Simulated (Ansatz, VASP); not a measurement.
**Li2H: VASP beside Ansatz**

INCAR

```
SYSTEM = Li2H
PREC = Accurate
ENCUT = 600
EDIFF = 1E-6
ISMEAR = 0
SIGMA = 0.1
LREAL = .FALSE.
LASPH = .TRUE.
NELM = 60
ALGO = Normal
ISIF = 3
LWAVE = .FALSE.
LCHARG = .FALSE.
GGA = PE
IBRION = 2
NSW = 100
EDIFFG = -0.01
```

KPOINTS

```
regular mesh
0
G
  16 16 12
  0 0 0
```

POSCAR

```
Li2H
1.0
    2.8432700588      0.0000000000      0.0000000000
    0.0000000000      2.8432700588      0.0000000000
    0.0000000000      0.0000000000      4.2392523607
Li H
2 1
Direct
    0.0000000000      0.0000000000      0.0000000000
    0.5000000000      0.5000000000      0.5000000000
    0.5000000000      0.5000000000      0.0000000000
```

Input for Ansatz:

```yaml
crystal:
  lattice:
    - [2.8432700588, 0.0, 0.0]
    - [0.0, 2.8432700588, 0.0]
    - [0.0, 0.0, 4.2392523607]
  atoms:
    - { symbol: Li, position: [0.0, 0.0, 0.0] }
    - { symbol: Li, position: [0.5, 0.5, 0.5] }
    - { symbol: H, position: [0.5, 0.5, 0.0] }
basis:
  ecutwfc: 420
kpoints:
  mp_grid: { grid: [16, 16, 12] }
hamiltonian:
  xc: pbe
scf:
  occupations: { method: gaussian, width: 0.1 }
output:
  forces: true
  stress: true
  eigenvalues: true
relax:
  adjacent_minimum: "off"
  f_tol: 0.01
  max_steps: 80
  cell: { stress_tol: 0.05 }
```

Change from the starting cell: species swapped into the Mn2As type (P4/nmm, No. 129).

Alike in both runs: task relaxation of cell and atoms; functional PBE; k mesh 16 × 16 × 12; occupations gaussian, width 0.1 eV; no spin polarisation.

|  | VASP | Ansatz |
| --- | --- | --- |
| version | VASP 6.6.1 | Ansatz 0.2.0 |
| potentials or method | VASP PAW PBE potentials, release 64 (Li_sv, H), cutoff 600 eV | scalar-relativistic, plane waves, PAW |
| valence electrons in the cell | 7 | 7 |

Ansatz gave:

| Property | Result |
| --- | --- |
| gap on the k mesh at the Fermi level, each at its own relaxed structure (eV) | none |
| relaxed volume (Å³/atom) | 11.50 |
| relaxed length of the cell vector where the two differ most in proportion (Å) | 2.852 |

Estimate VASP's values.

gap on the k mesh at the Fermi level, each at its own relaxed structure (eV): none; relaxed volume (Å³/atom): 11.42; relaxed length of the cell vector where the two differ most in proportion (Å): 2.843.

A gap of «none» marks a metal or a gap that the smearing closes.

Noted on VASP's run: the cutoff is under 1.25 times that of the potentials, so the pressure is a little rough; the relaxation stopped at its first step, so nothing moved.
